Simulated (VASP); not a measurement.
# In2O3 (R-3c) in VASP: a series of runs

The runs below take In2O3 through single point, with LDA.

Program: VASP 6.6.1. These are calculated values, not measurements. Logs are shortened: lines on timing, memory, paths and dates and some standing lists are left out, and cuts for length are marked.

## (1) The cell of the first run

Symmetry: R-3c, No. 167, trigonal system. The conventional cell has a = 5.503 Å, b = 5.503 Å, c = 14.583 Å, α = 90.00°, β = 90.00°, γ = 120.00°. Within 2.8 Å of In (site symmetry 3) lie 6 O at 2.13 to 2.26 Å. O (site symmetry 2) has 4 In at 2.13 to 2.26 Å and 8 O at 2.82 to 3.11 Å within 3.2 Å.

## (2) Single point, LDA (12.75 Å³/atom)

INCAR

```
PREC = Accurate ; ENCUT = 520
EDIFF = 1E-7 ; ISMEAR = 0
SIGMA = 0.02 ; LREAL = F
LASPH = T ; NELM = 100
ALGO = Normal ; ISIF = 2
LWAVE = F ; LCHARG = F
GGA = CA ; NBANDS = 55
```

KPOINTS

```
Automatic mesh
0
Gamma
  6 6 6
```

POSCAR

```
In2O3
1.0
    2.7514303683      1.5885390638      4.8610475723
   -2.7514303683      1.5885390638      4.8610475723
    0.0000000000     -3.1770781276      4.8610475723
In O
4 6
Direct
    0.3569450585      0.3569450585      0.3569450585
    0.1430549415      0.1430549415      0.1430549415
    0.6430549415      0.6430549415      0.6430549415
    0.8569450585      0.8569450585      0.8569450585
    0.5459799802      0.9540200198      0.2500000000
    0.2500000000      0.5459799802      0.9540200198
    0.9540200198      0.2500000000      0.5459799802
    0.4540200198      0.0459799802      0.7500000000
    0.7500000000      0.4540200198      0.0459799802
    0.0459799802      0.7500000000      0.4540200198
```

Potentials or basis: VASP PAW LDA potentials, release 64 (In_d, O).

Started as:

```
> cat potpaw_LDA.64/In_d/POTCAR potpaw_LDA.64/O/POTCAR > POTCAR
> mpirun -np 1 vasp_std > vasp.out
```

OUTCAR:

```text
PREC = Accurate
   ENCUT = 520
   EDIFF = 1E-7
   ISMEAR = 0
   LREAL = F
   LASPH = T
   NELM = 100
   ISIF = 2
   GGA = CA

 ion  position               nearest neighbor table
   1  0.357  0.357  0.357-  10 2.13   8 2.13   9 2.13   5 2.26   7 2.26   6 2.26   2 3.12   3 3.25
                             3 3.25   3 3.25   2 3.62   2 3.62   2 3.62   4 4.00   4 4.00   4 4.00
   2  0.143  0.143  0.143-   9 2.13   8 2.13  10 2.13   5 2.26   7 2.26   6 2.26   1 3.12   4 3.25
                             4 3.25   4 3.25   1 3.62   1 3.62   1 3.62   3 4.00   3 4.00   3 4.00
   3  0.643  0.643  0.643-   7 2.13   5 2.13   6 2.13   8 2.26   9 2.26  10 2.26   4 3.12   1 3.25
                             1 3.25   1 3.25   4 3.62   4 3.62   4 3.62   2 4.00   2 4.00   2 4.00
   4  0.857  0.857  0.857-   6 2.13   5 2.13   7 2.13   8 2.26   9 2.26  10 2.26   3 3.12   2 3.25
                             2 3.25   2 3.25   3 3.62   3 3.62   3 3.62   1 4.00   1 4.00   1 4.00
   5  0.546  0.954  0.250-   3 2.13   4 2.13   1 2.26   2 2.26
   6  0.250  0.546  0.954-   4 2.13   3 2.13   1 2.26   2 2.26
   7  0.954  0.250  0.546-   3 2.13   4 2.13   1 2.26   2 2.26
   8  0.454  0.046  0.750-   1 2.13   2 2.13   3 2.26   4 2.26
   9  0.750  0.454  0.046-   2 2.13   1 2.13   3 2.26   4 2.26
  10  0.046  0.750  0.454-   1 2.13   2 2.13   3 2.26   4 2.26

  LATTYP: Found a trigonal (rhomboedric) cell.
 ALAT       =     5.8072031934
 COS(alpha) =     0.5510344645

  Lattice vectors:

 A1 = (   2.7514303683,   1.5885390638,   4.8610475723)
 A2 = (  -2.7514303683,   1.5885390638,   4.8610475723)
 A3 = (   0.0000000000,  -3.1770781276,   4.8610475723)

Analysis of symmetry for initial positions (statically):
=====================================================================
 Subroutine PRICEL returns:
 Original cell was already a primitive cell.

 Routine SETGRP: Setting up the symmetry group for a
 trigonal (rhombohedral) supercell.

 Subroutine GETGRP returns: Found 12 space group operations
 (whereof  6 operations were pure point group operations)
 out of a pool of 12 trial point group operations.

The static configuration has the point symmetry S_6 .
 The point group associated with its full space group is D_3d.

Analysis of symmetry for dynamics (positions and initial velocities):
=====================================================================
 Subroutine PRICEL returns:
 Original cell was already a primitive cell.

 Routine SETGRP: Setting up the symmetry group for a
 trigonal (rhombohedral) supercell.

 Subroutine GETGRP returns: Found 12 space group operations
 (whereof  6 operations were pure point group operations)
 out of a pool of 12 trial point group operations.

The dynamic configuration has the point symmetry S_6 .
 The point group associated with its full space group is D_3d.

 Subroutine INISYM returns: Found 12 space group operations
 (whereof  6 operations are pure point group operations),
 and found     1 'primitive' translations

----------------------------------------------------------------------------------------

                                     Primitive cell

  volume of cell :     127.4787

  direct lattice vectors                    reciprocal lattice vectors
     2.751430368  1.588539064  4.861047572     0.181723661  0.104918205  0.068572325
    -2.751430368  1.588539064  4.861047572    -0.181723661  0.104918205  0.068572325
     0.000000000 -3.177078128  4.861047572     0.000000000 -0.209836409  0.068572325

  length of vectors
     5.807203193  5.807203193  5.807203193     0.220756614  0.220756614  0.220756614

  position of ions in fractional coordinates (direct lattice)
     0.356945059  0.356945059  0.356945059
     0.143054941  0.143054941  0.143054941
     0.643054941  0.643054941  0.643054941
     0.856945059  0.856945059  0.856945059
     0.545979980  0.954020020  0.250000000
     0.250000000  0.545979980  0.954020020
     0.954020020  0.250000000  0.545979980
     0.454020020  0.045979980  0.750000000
     0.750000000  0.454020020  0.045979980
     0.045979980  0.750000000  0.454020020

  ion indices of the primitive-cell ions
   primitive index   ion index
                 1           1
                 2           2
                 3           3
                 4           4
                 5           5
                 6           6
                 7           7
                 8           8
                 9           9
                10          10

----------------------------------------------------------------------------------------

 KPOINTS: Automatic mesh

Automatic generation of k-mesh.
 Grid dimensions read from file:
 generate k-points for:    6    6    6

 Generating k-lattice:

  Cartesian coordinates                     Fractional coordinates (reciprocal lattice)
     0.030287277  0.017486367  0.011428721     0.166666667 -0.000000000 -0.000000000
    -0.030287277  0.017486367  0.011428721    -0.000000000  0.166666667 -0.000000000
     0.000000000 -0.034972735  0.011428721    -0.000000000 -0.000000000  0.166666667

  Length of vectors
     0.036792769  0.036792769  0.036792769

  Shift w.r.t. Gamma in fractional coordinates (k-lattice)
     0.000000000  0.000000000  0.000000000

 Subroutine IBZKPT returns following result:
 ===========================================

 Found     32 irreducible k-points:

 Following reciprocal coordinates:
            Coordinates               Weight
  0.000000  0.000000  0.000000      1.000000
  0.166667  0.000000 -0.000000      6.000000
  0.333333 -0.000000 -0.000000      6.000000
  0.500000 -0.000000 -0.000000      3.000000
  0.166667  0.166667 -0.000000      6.000000
  0.333333  0.166667 -0.000000     12.000000
[... 16 lines left out ...]
  0.500000  0.500000  0.166667      6.000000
 -0.333333  0.500000  0.166667     12.000000
 [... further k-points ...]
   k-points           NKPTS =     32   k-points in BZ     NKDIM =     32   number of bands    NBANDS=     55
   number of dos      NEDOS =    301   number of ions     NIONS =     10
   total plane-waves  NPLWV = 110592
   dimension x,y,z NGX =    48 NGY =   48 NGZ =   48
   dimension x,y,z NGXF=    96 NGYF=   96 NGZF=   96
   ions per type =               4   6
   NGX,Y,Z   is equivalent  to a cutoff of  13.74, 13.74, 13.74 a.u.
   NGXF,Y,Z  is equivalent  to a cutoff of  27.48, 27.48, 27.48 a.u.
 SYSTEM =  unknown system
   PREC   = accura    normal or accurate (medium, high low for compatibility)
   ISTART =      0    job   : 0-new  1-cont  2-samecut
   ICHARG =      2    charge: 1-file 2-atom 10-const
   ISPIN  =      1    spin polarized calculation?
   LNONCOLLINEAR =      F non collinear calculations
   LSORBIT =      F    spin-orbit coupling
   LASPH  =      T    aspherical Exc in radial PAW
   ENCUT  =  520.0 eV  38.22 Ry    6.18 a.u.  10.80 10.80 10.80*2*pi/ulx,y,z
   NELM   =    100;   NELMIN=  2; NELMDL= -5     # of ELM steps
   EDIFF  = 0.1E-06   stopping-criterion for ELM
   LREAL  =      F    real-space projection
   EDIFFG = 0.1E-05   stopping-criterion for IOM
   NSW    =      0    number of steps for IOM
   IBRION =     -1    ionic relax: 0-MD 1-quasi-New 2-CG
   NFREE  =      0    steps in history (QN), initial steepest desc. (CG)
   ISIF   =      2    stress and relaxation
   ISYM   =      2    0-nonsym 1-usesym 2-fastsym
   POTIM  = 0.5000    time-step for ionic-motion
   TEBEG  =    0.0;   TEEND  =   0.0 temperature during run
   PSTRESS=    0.0 pullay stress
   NELECT =      88.0000    total number of electrons
   NUPDOWN=      -1.0000    fix difference up-down
   EMIN   =  10.00;   EMAX   =-10.00  energy-range for DOS
   EFERMI =   0.00;   METHOD = LEGACY
   ISMEAR =     0;   SIGMA  =   0.02  broadening in eV -4-tet -1-fermi 0-gaus
   EFERMI_NEDOS =   21; number of points for ismear=-14 and -15
   IALGO  =     38    algorithm
   IMIX   =      4    mixing-type and parameters
     AMIX     =   0.40;   BMIX     =  1.00
     AMIX_MAG =   1.60;   BMIX_MAG =  1.00
  volume/ion in A,a.u.               =      12.75        86.03
  Fermi-wavevector in a.u.,A,eV,Ry     =   1.446849  2.734148 28.482055  2.093372
  Thomas-Fermi vector in A             =   2.564871
   LORBIT       =      0    0 simple, 1 ext, 2 COOP (PROOUT), +10 PAW based schemes
   GGA     = CA    functional components
   LHFCALC =     F    Hartree Fock is set to
   AEXX    =    0.0000 exact exchange contribution
   IVDW    =     0    specifies the selected vdW correction
   LEPSILON=     F    determine dielectric tensor
   LRPA    =     F    only Hartree local field effects (RPA)
 non-spin polarized calculation
 Gauss-broadening in eV      SIGMA  =   0.02
  energy-cutoff  :      520.00
  volume of cell :      127.48
 maximum number of plane-waves:      3456
 NGX is ok and might be reduce to    48
   NGX = 21   NGY = 21   NGZ = 21

 number of electron      88.0000008 magnetization

 Free energy of the ion-electron system (eV)
  ---------------------------------------------------
  ext. energy  EPLUGINS =         0.00000000
  ---------------------------------------------------
  free energy    TOTEN  =       -63.62414549 eV

  energy without entropy =      -63.62414549  energy(sigma->0) =      -63.62414549

 E-fermi :   5.3238     XC(G=0): -11.6976

 val. band max:        5.1742511226   @ k =   0.3333  -0.0000  -0.0000
 cond. band min:       6.3020627898   @ k =   0.0000   0.0000   0.0000
 fundamental gap:      1.1278116672
 Fermi energy:         5.3238001012

 k-point     1 :       0.0000    0.0000    0.0000
  band No.  band energies     occupation
      1     -12.1837      2.00000
      2     -11.2679      2.00000
      3     -11.2679      2.00000
      4     -11.0318      2.00000
      5     -11.0318      2.00000
      6     -10.9473      2.00000
[... 47 lines left out ...]
     54      14.7953      0.00000
     55      15.3859      0.00000

 k-point     2 :       0.1667    0.0000   -0.0000
  band No.  band energies     occupation
      1     -12.1038      2.00000
      2     -11.2576      2.00000
      3     -11.2522      2.00000
      4     -11.1039      2.00000
      5     -11.0499      2.00000
      6     -10.9757      2.00000
[... 1268 lines left out ...]
 k-point    24 :      -0.3333    0.5000    0.1667
  band No.  band energies     occupation
      1     -11.6527      2.00000
      2     -11.5058      2.00000
      3     -11.2846      2.00000
      4     -11.2074      2.00000
      5     -11.0808      2.00000
      6     -10.9744      2.00000
[... 47 lines left out ...]
     54      15.5086      0.00000
     55      16.1885      0.00000

 [... further k-points ...]
[... 5 lines left out ...]
  --------------------------------------------------------------------------------------
  -------------------------------------------------------------------------------------
  Total       -3.3984823     -3.3984823     -3.4321930     -0.0000000     -0.0000000      0.0000000
  in kB      -42.7128004    -42.7128004    -43.1364831     -0.0000000     -0.0000000      0.0000000
  external PRESSURE =     -42.8540280 kB  Pullay stress =       0.0000000 kB

 VOLUME and BASIS-vectors are now :
 -----------------------------------------------------------------------------
  energy-cutoff  :      520.00
  volume of cell :      127.48
      direct lattice vectors                 reciprocal lattice vectors
     2.751430368  1.588539064  4.861047572     0.181723661  0.104918205  0.068572325
    -2.751430368  1.588539064  4.861047572    -0.181723661  0.104918205  0.068572325
     0.000000000 -3.177078128  4.861047572     0.000000000 -0.209836409  0.068572325

 POSITION                                       TOTAL-FORCE (eV/Angst)
 -----------------------------------------------------------------------------------
      0.00000      0.00000      5.20538        -0.000000     -0.000000     -0.003587
      0.00000      0.00000      2.08619        -0.000000     -0.000000      0.003587
      0.00000      0.00000      9.37776        -0.000000     -0.000000      0.003587
      0.00000      0.00000     12.49695        -0.000000     -0.000000     -0.003587
     -1.12269      1.58854      8.50683        -0.006487     -0.000000      0.000000
     -0.81437     -1.76655      8.50683         0.003243     -0.005618     -0.000000
      1.93706      0.17801      8.50683         0.003243      0.005618     -0.000000
      1.12269     -1.58854      6.07631         0.006487     -0.000000      0.000000
      0.81437      1.76655      6.07631        -0.003243      0.005618     -0.000000
     -1.93706     -0.17801      6.07631        -0.003243     -0.005618     -0.000000
 -----------------------------------------------------------------------------------
    total drift:                                0.000000     -0.000000     -0.000000

  FREE ENERGIE OF THE ION-ELECTRON SYSTEM (eV)
  ---------------------------------------------------
  free  energy   TOTEN  =       -63.6241454908 eV

  energy  without entropy=      -63.6241454908  energy(sigma->0) =      -63.62414549
```

Wall time 5 min (1 thread of Intel Xeon Platinum 8559C (Emerald Rapids), shared host); peak memory 0.34 GiB.

What came out:

* Free energy: -63.6241 eV
* Pressure: -4.3 GPa
* Largest force: 0.006 eV/Å
* Band gap on the k mesh: 1.13 eV (least direct gap 1.17 eV)

Forces on the atoms (eV/Å):
```
In   0.000  0.000 -0.004
In   0.000  0.000  0.004
In   0.000  0.000  0.004
In   0.000  0.000 -0.004
O   -0.006  0.000  0.000
O    0.003 -0.006  0.000
O    0.003  0.006  0.000
O    0.006  0.000  0.000
O   -0.003  0.006  0.000
O   -0.003 -0.006  0.000
```

Caveat: the cell stands under tension; spin-orbit coupling is left out, which moves the levels of the heavy elements.

(Part 1 of 2 ends here.)
